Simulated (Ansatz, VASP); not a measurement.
## W: VASP beside Ansatz

```xyz
1
Lattice="0.0000 2.1412 1.6551 2.1412 0.0000 1.6551 2.1412 2.1412 0.0000" Properties=species:S:1:pos:R:3 pbc="T T T"
W     0.0000    0.0000    0.0000
```

Alike in both runs: task single point; functional LDA; k mesh 22 × 22 × 22; occupations gaussian, width 0.15 eV; no spin polarisation.

```csv
,VASP,Ansatz
version,VASP 6.6.1,Ansatz 0.2.0
potentials or method,"VASP PAW LDA potentials, release 64 (W_sv), cutoff 520 eV","scalar-relativistic, plane waves, PAW"
valence electrons in the cell,14,14
```

|  | VASP | Ansatz | Ansatz less VASP |
| --- | --- | --- | --- |
| gap on the k mesh at the Fermi level (eV) | none | none | - |
| pressure (GPa) | 8.7 | 6.7 | -2.01 |
| traceless stress, the component that is largest in VASP (GPa) | -18.24 | -18.20 | +0.042 |

Ansatz warns that its potentials were made for another functional, while VASP's fit it. LDA's correlation is that of Perdew and Zunger in VASP and of Perdew and Wang (1992) in Ansatz. A gap of «none» marks a metal or a gap that the smearing closes.

Spin-orbit coupling is off throughout.
